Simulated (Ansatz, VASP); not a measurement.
## Be2ZnTe2O: VASP beside Ansatz

The input INCAR:

```
  PREC = Accurate
  ENCUT = 600
  EDIFF = 1E-6
  ISMEAR = 0
  SIGMA = 0.01
  LREAL = F
  LASPH = T
  NELM = 80
  ALGO = Normal
  ISIF = 3
  LWAVE = F
  LCHARG = F
  GGA = PE
  IBRION = 2
  NSW = 100
  EDIFFG = -0.01
```

KPOINTS

```
Automatic mesh
0
Gamma
  6 6 10
```

File POSCAR:

```
Be2ZnTe2O
1.0
    7.2794392888      0.0000000000      0.0000000000
   -3.6397196444      6.3041793494      0.0000000000
    0.0000000000      0.0000000000      4.1183377619
Be Zn Te O
2 1 2 1
Direct
    0.3333333333      0.6666666667      0.0000000000
    0.6666666667      0.3333333333      0.0000000000
    0.0000000000      0.0000000000      0.5000000000
    0.3333333333      0.6666666667      0.5000000000
    0.6666666667      0.3333333333      0.5000000000
    0.0000000000      0.0000000000      0.0000000000
```

Input for Ansatz:

```yaml
crystal:
  lattice:
    - [7.2794392888, 0.0, 0.0]
    - [-3.6397196444, 6.3041793494, 0.0]
    - [0.0, 0.0, 4.1183377619]
  atoms:
    - { symbol: Be, position: [0.3333333333, 0.6666666667, 0.0] }
    - { symbol: Be, position: [0.6666666667, 0.3333333333, 0.0] }
    - { symbol: Zn, position: [0.0, 0.0, 0.5] }
    - { symbol: Te, position: [0.3333333333, 0.6666666667, 0.5] }
    - { symbol: Te, position: [0.6666666667, 0.3333333333, 0.5] }
    - { symbol: O, position: [0.0, 0.0, 0.0] }
basis:
  ecutwfc: 420
kpoints:
  mp_grid: { grid: [6, 6, 10] }
hamiltonian:
  xc: pbe
scf:
  occupations: { method: gaussian, width: 0.01 }
output:
  forces: true
  stress: true
  eigenvalues: true
relax:
  adjacent_minimum: "off"
  f_tol: 0.01
  max_steps: 80
  cell: { stress_tol: 0.05 }
```

Alike in both runs: task relaxation of cell and atoms; functional PBE; k mesh 6 × 6 × 10; occupations gaussian, width 0.01 eV; no spin polarisation.

|  | VASP | Ansatz |
| --- | --- | --- |
| version | VASP 6.6.1 | Ansatz 0.2.0 |
| potentials or method | VASP PAW PBE potentials, release 64 (Be, Zn, Te, O), cutoff 600 eV | scalar-relativistic, plane waves, PAW |
| valence electrons in the cell | 34 | 54 |

```tsv
	VASP	Ansatz	Ansatz less VASP
gap on the k mesh at the Fermi level, each at its own relaxed structure (eV)	0.22	0.27	+0.049
relaxed volume (Å³/atom)	32.91	33.27	+0.366
relaxed cell length with the largest relative difference (Å)	7.443	7.490	+0.0474
```

VASP's potentials hold 34 valence electrons a cell and Ansatz's 54, so a difference there can come from the potentials and not from the codes.

Spin-orbit coupling is off throughout.
